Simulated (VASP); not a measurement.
# Ru (P6_3/mmc) in VASP: settings compared, part 2 of 2

VASP 6.6.1. The steps go on from the part before.

## Step 4: Single point, LDA

This run uses another cell than the first one, of 13.57 Å³/atom, 1.020 times its volume.

INCAR reads:

```
PREC = Accurate
ENCUT = 520
EDIFF = 1E-7
ISMEAR = -1
SIGMA = 0.05
LREAL = False
LASPH = True
NELM = 60
ALGO = Fast
ISIF = 2
LWAVE = False
LCHARG = True
GGA = CA
LELF = True
LVHAR = True
NBANDS = 21
```

KPOINTS reads:

```
Automatic mesh
0
Gamma
  11 11 6
```

POSCAR reads:

```
Ru
1.0
    2.7058000000      0.0000000000      0.0000000000
   -1.3529000000      2.3432915376      0.0000000000
    0.0000000000      0.0000000000      4.2819000000
Ru
2
Direct
    0.6666666667      0.3333333333      0.7500000000
    0.3333333333      0.6666666667      0.2500000000
```

Potentials or basis: VASP PAW LDA potentials, release 64 (Ru_pv).

The run is started by

```
> cat potpaw_LDA.64/Ru_pv/POTCAR > POTCAR
> mpirun -np 1 vasp_std > vasp.out
```

OUTCAR:

```text
PREC = Accurate
   ENCUT = 520
   EDIFF = 1E-7
   ISMEAR = -1
   LREAL = False
   LASPH = True
   NELM = 60
   ISIF = 2
   GGA = CA

 ion  position               nearest neighbor table
   1  0.667  0.333  0.750-   2 2.65   2 2.65   2 2.65   2 2.65   2 2.65   2 2.65
   2  0.333  0.667  0.250-   1 2.65   1 2.65   1 2.65   1 2.65   1 2.65   1 2.65

  LATTYP: Found a hexagonal cell.
 ALAT       =     2.7058000000
 C/A-ratio  =     1.5824894671

  Lattice vectors:

 A1 = (   2.7058000000,   0.0000000000,   0.0000000000)
 A2 = (  -1.3529000000,   2.3432915376,   0.0000000000)
 A3 = (   0.0000000000,   0.0000000000,   4.2819000000)

Analysis of symmetry for initial positions (statically):
=====================================================================
 Subroutine PRICEL returns:
 Original cell was already a primitive cell.

 Routine SETGRP: Setting up the symmetry group for a
 hexagonal supercell.

 Subroutine GETGRP returns: Found 24 space group operations
 (whereof 12 operations were pure point group operations)
 out of a pool of 24 trial point group operations.

The static configuration has the point symmetry D_3d.
 The point group associated with its full space group is D_6h.

Analysis of symmetry for dynamics (positions and initial velocities):
=====================================================================
 Subroutine PRICEL returns:
 Original cell was already a primitive cell.

 Routine SETGRP: Setting up the symmetry group for a
 hexagonal supercell.

 Subroutine GETGRP returns: Found 24 space group operations
 (whereof 12 operations were pure point group operations)
 out of a pool of 24 trial point group operations.

The dynamic configuration has the point symmetry D_3d.
 The point group associated with its full space group is D_6h.

 Subroutine INISYM returns: Found 24 space group operations
 (whereof 12 operations are pure point group operations),
 and found     1 'primitive' translations

----------------------------------------------------------------------------------------

                                     Primitive cell

  volume of cell :      27.1493

  direct lattice vectors                    reciprocal lattice vectors
     2.705800000  0.000000000  0.000000000     0.369576465  0.213375072  0.000000000
    -1.352900000  2.343291538  0.000000000     0.000000000  0.426750144  0.000000000
     0.000000000  0.000000000  4.281900000     0.000000000  0.000000000  0.233541185

  length of vectors
     2.705800000  2.705800000  4.281900000     0.426750144  0.426750144  0.233541185

  position of ions in fractional coordinates (direct lattice)
     0.666666667  0.333333333  0.750000000
     0.333333333  0.666666667  0.250000000

  ion indices of the primitive-cell ions
   primitive index   ion index
                 1           1
                 2           2

----------------------------------------------------------------------------------------

 KPOINTS: Automatic mesh

Automatic generation of k-mesh.
 Grid dimensions read from file:
 generate k-points for:   11   11    6

 Generating k-lattice:

  Cartesian coordinates                     Fractional coordinates (reciprocal lattice)
     0.033597860  0.019397734  0.000000000     0.090909091  0.000000000  0.000000000
     0.000000000  0.038795468  0.000000000     0.000000000  0.090909091  0.000000000
     0.000000000  0.000000000  0.038923531     0.000000000  0.000000000  0.166666667

  Length of vectors
     0.038795468  0.038795468  0.038923531

  Shift w.r.t. Gamma in fractional coordinates (k-lattice)
     0.000000000  0.000000000  0.000000000

 Subroutine IBZKPT returns following result:
 ===========================================

 Found     64 irreducible k-points:

 Following reciprocal coordinates:
            Coordinates               Weight
  0.000000  0.000000  0.000000      1.000000
  0.090909  0.000000  0.000000      6.000000
  0.181818  0.000000  0.000000      6.000000
  0.272727  0.000000  0.000000      6.000000
  0.363636  0.000000  0.000000      6.000000
  0.454545  0.000000  0.000000      6.000000
[... 16 lines left out ...]
  0.090909  0.090909  0.166667     12.000000
  0.181818  0.090909  0.166667     24.000000
 [... further k-points ...]
   k-points           NKPTS =     64   k-points in BZ     NKDIM =     64   number of bands    NBANDS=     21
   number of dos      NEDOS =    301   number of ions     NIONS =      2
   total plane-waves  NPLWV =  12800
   dimension x,y,z NGX =    20 NGY =   20 NGZ =   32
   dimension x,y,z NGXF=    40 NGYF=   40 NGZF=   64
   ions per type =               2
   NGX,Y,Z   is equivalent  to a cutoff of  12.29, 12.29, 12.42 a.u.
   NGXF,Y,Z  is equivalent  to a cutoff of  24.58, 24.58, 24.85 a.u.
 SYSTEM =  unknown system
   PREC   = accura    normal or accurate (medium, high low for compatibility)
   ISTART =      0    job   : 0-new  1-cont  2-samecut
   ICHARG =      2    charge: 1-file 2-atom 10-const
   ISPIN  =      1    spin polarized calculation?
   LNONCOLLINEAR =      F non collinear calculations
   LSORBIT =      F    spin-orbit coupling
   LASPH  =      T    aspherical Exc in radial PAW
   ENCUT  =  520.0 eV  38.22 Ry    6.18 a.u.   5.03  5.03  7.96*2*pi/ulx,y,z
   NELM   =     60;   NELMIN=  2; NELMDL= -5     # of ELM steps
   EDIFF  = 0.1E-06   stopping-criterion for ELM
   LREAL  =      F    real-space projection
   EDIFFG = 0.1E-05   stopping-criterion for IOM
   NSW    =      0    number of steps for IOM
   IBRION =     -1    ionic relax: 0-MD 1-quasi-New 2-CG
   NFREE  =      0    steps in history (QN), initial steepest desc. (CG)
   ISIF   =      2    stress and relaxation
   ISYM   =      2    0-nonsym 1-usesym 2-fastsym
   POTIM  = 0.5000    time-step for ionic-motion
   TEBEG  =    0.0;   TEEND  =   0.0 temperature during run
   PSTRESS=    0.0 pullay stress
   NELECT =      28.0000    total number of electrons
   NUPDOWN=      -1.0000    fix difference up-down
   EMIN   =  10.00;   EMAX   =-10.00  energy-range for DOS
   EFERMI =   0.00;   METHOD = LEGACY
   ISMEAR =    -1;   SIGMA  =   0.05  broadening in eV -4-tet -1-fermi 0-gaus
   EFERMI_NEDOS =   21; number of points for ismear=-14 and -15
   IALGO  =     68    algorithm
   IMIX   =      4    mixing-type and parameters
     AMIX     =   0.40;   BMIX     =  1.00
     AMIX_MAG =   1.60;   BMIX_MAG =  1.00
  volume/ion in A,a.u.               =      13.57        91.61
  Fermi-wavevector in a.u.,A,eV,Ry     =   1.654022  3.125649 37.222674  2.735789
  Thomas-Fermi vector in A             =   2.742361
   LORBIT       =      0    0 simple, 1 ext, 2 COOP (PROOUT), +10 PAW based schemes
   GGA     = CA    functional components
   LHFCALC =     F    Hartree Fock is set to
   AEXX    =    0.0000 exact exchange contribution
   IVDW    =     0    specifies the selected vdW correction
   LEPSILON=     F    determine dielectric tensor
   LRPA    =     F    only Hartree local field effects (RPA)
 non-spin polarized calculation
 RMM-DIIS sequential band-by-band and
  energy-cutoff  :      520.00
  volume of cell :       27.15
 maximum number of plane-waves:       744
 NGX is ok and might be reduce to    20
   NGX =  9   NGY =  9   NGZ = 15

 number of electron      28.0000008 magnetization

 Free energy of the ion-electron system (eV)
  ---------------------------------------------------
  ext. energy  EPLUGINS =         0.00000000
  ---------------------------------------------------
  free energy    TOTEN  =       -21.35392449 eV

  energy without entropy =      -21.33711220  energy(sigma->0) =      -21.34551834

 E-fermi :  12.6258     XC(G=0): -14.3824

 val. band max:       12.6081447561   @ k =   0.2727   0.0000   0.0000
 cond. band min:      12.6418634986   @ k =   0.2727   0.1818   0.0000
 fundamental gap:      0.0337187425
 Fermi energy:        12.6258307410

 k-point     1 :       0.0000    0.0000    0.0000
  band No.  band energies     occupation
      1     -30.7661      2.00000
      2     -29.8154      2.00000
      3     -29.8154      2.00000
      4     -29.6424      2.00000
      5     -29.6424      2.00000
      6     -29.6023      2.00000
[... 13 lines left out ...]
     20      22.6712      0.00000
     21      22.9885      0.00000

 k-point     2 :       0.0909    0.0000    0.0000
  band No.  band energies     occupation
      1     -30.7376      2.00000
      2     -29.8759      2.00000
      3     -29.8358      2.00000
      4     -29.7055      2.00000
      5     -29.6508      2.00000
      6     -29.6156      2.00000
[... 520 lines left out ...]
 k-point    24 :       0.1818    0.0909    0.1667
  band No.  band energies     occupation
      1     -30.5546      2.00000
      2     -30.1166      2.00000
      3     -30.0674      2.00000
      4     -29.9093      2.00000
      5     -29.7364      2.00000
      6     -29.7036      2.00000
[... 13 lines left out ...]
     20      22.6711      0.00000
     21      24.3829      0.00000

 [... further k-points ...]
[... 5 lines left out ...]
  --------------------------------------------------------------------------------------
  -------------------------------------------------------------------------------------
  Total       -1.8951912     -1.8951912     -2.0231738      0.0000000      0.0000000      0.0000000
  in kB     -111.8420380   -111.8420380   -119.3947500      0.0000000      0.0000000      0.0000000
  external PRESSURE =    -114.3596087 kB  Pullay stress =       0.0000000 kB

 VOLUME and BASIS-vectors are now :
 -----------------------------------------------------------------------------
  energy-cutoff  :      520.00
  volume of cell :       27.15
      direct lattice vectors                 reciprocal lattice vectors
     2.705800000  0.000000000  0.000000000     0.369576465  0.213375072  0.000000000
    -1.352900000  2.343291538  0.000000000     0.000000000  0.426750144  0.000000000
     0.000000000  0.000000000  4.281900000     0.000000000  0.000000000  0.233541185

 POSITION                                       TOTAL-FORCE (eV/Angst)
 -----------------------------------------------------------------------------------
      1.35290      0.78110      3.21143         0.000000     -0.000000      0.000000
     -0.00000      1.56219      1.07048        -0.000000      0.000000      0.000000
 -----------------------------------------------------------------------------------
    total drift:                               -0.000000      0.000000     -0.000000

  FREE ENERGIE OF THE ION-ELECTRON SYSTEM (eV)
  ---------------------------------------------------
  free  energy   TOTEN  =       -21.3539244879 eV

  energy  without entropy=      -21.3371122020  energy(sigma->0) =      -21.34551834
```

stdout:

```text
POSCAR found type information on POSCAR Ru
 POSCAR found :  1 types and       2 ions
 scaLAPACK will be used
 LDA part: xc-table for (Slater(with rela. corr.)+CA(PZ))
 , standard interpolation
 POSCAR, INCAR and KPOINTS ok, starting setup
 FFT: planning ... GRIDC
 FFT: planning ... GRID_SOFT
 FFT: planning ... GRID
 WAVECAR not read
 entering main loop
```

Run time: 14 s. Hardware: 1 thread of Intel Xeon 6975P-C (Granite Rapids), shared host; peak memory 0.14 GiB.

What came out:

| Item | Value |
| --- | --- |
| Free energy | -21.3539 eV |
| Pressure | -11.4 GPa |
| Band gap on the k mesh | zero (band 14 reaches 14.20 eV, above the bottom of band 15 at 11.12 eV) |

## Step 5: Single point, PBEsol

This run uses another cell than the first one, of 13.57 Å³/atom, 1.020 times its volume.

INCAR reads:

```
SYSTEM = Ru
ALGO     = Normal         ! electronic algorithm
EDIFF    = 1E-6           ! SCF threshold, eV
ENCUT    = 520            ! plane-wave cutoff, eV
GGA      = PS             ! functional
ISIF     = 2              ! what is computed and relaxed
ISMEAR   = -1             ! smearing method
LASPH    = .True.         ! aspherical terms in the spheres
LCHARG   = .False.        ! write CHGCAR
LREAL    = .False.        ! projectors in reciprocal space
LWAVE    = .False.        ! write WAVECAR
NBANDS   = 21             ! bands
NELM     = 60             ! most SCF steps
PREC     = Accurate       ! precision mode
SIGMA    = 0.05           ! smearing width, eV
```

KPOINTS reads:

```
k-points
0
Gamma
  11 11 6
  0 0 0
```

POSCAR is that of step 4.

Potentials or basis: VASP PAW PBE potentials, release 64 (Ru_pv).

The run is started by

```
> cat potpaw_PBE.64/Ru_pv/POTCAR > POTCAR
> mpirun -np 1 vasp_std > vasp.out
```

Run time: 11 s. Hardware: 1 thread of Intel Xeon 6975P-C (Granite Rapids), shared host; peak memory 0.15 GiB.

It converged, with:

- Free energy: -20.3284 eV
- Pressure: -6.3 GPa
- Band gap on the k mesh: zero (band 14 reaches 14.20 eV, above the bottom of band 15 at 11.13 eV)

Stress tensor (GPa, compression positive):
```
-6.08  0.00  0.00
 0.00 -6.08  0.00
 0.00  0.00 -6.61
```

Levels at points of the mesh, in eV from the Fermi level:
```
           k point  band 12  band 13  band 14  band 15  band 16  band 17
(0.00, 0.00, 0.00)    -1.85    -1.85    -1.32    -1.32     1.26     1.26
(0.00, 0.00, 0.50)    -2.70    -2.67    -2.67     0.62     0.62     0.62
```

Caveat: the PAW data sets were made with another functional, which shifts forces and pressure a little.

## Step 6: The runs side by side

| level | potentials or basis | cell | gap on the mesh (eV) | pressure (GPa) |
| --- | --- | --- | --- | --- |
| LDA | VASP PAW LDA potentials, release 64 (Ru_pv) | a = 2.688, b = 2.688, c = 4.253 Å, angles 90.0, 90.0, 120.0°, 2 atoms | none | -4.8 |
| PBEsol | VASP PAW PBE potentials, release 64 (Ru_pv) | a = 2.688, b = 2.688, c = 4.253 Å, angles 90.0, 90.0, 120.0°, 2 atoms | none | 0.4 |
| LDA | VASP PAW LDA potentials, release 64 (Ru_pv) | a = 2.706, b = 2.706, c = 4.282 Å, angles 90.0, 90.0, 120.0°, 2 atoms | none | -11.4 |
| PBEsol | VASP PAW PBE potentials, release 64 (Ru_pv) | a = 2.706, b = 2.706, c = 4.282 Å, angles 90.0, 90.0, 120.0°, 2 atoms | none | -6.3 |

Alike in all rows: task single point; no spin polarisation; k mesh 11 × 11 × 6; cutoff (eV) 520; smearing fermi-dirac 0.05 eV.

Caveats: the PAW data sets were made with another functional, which shifts forces and pressure a little (some runs).

Total energies depend on the potentials used, so only differences within one code and one set of settings carry meaning.
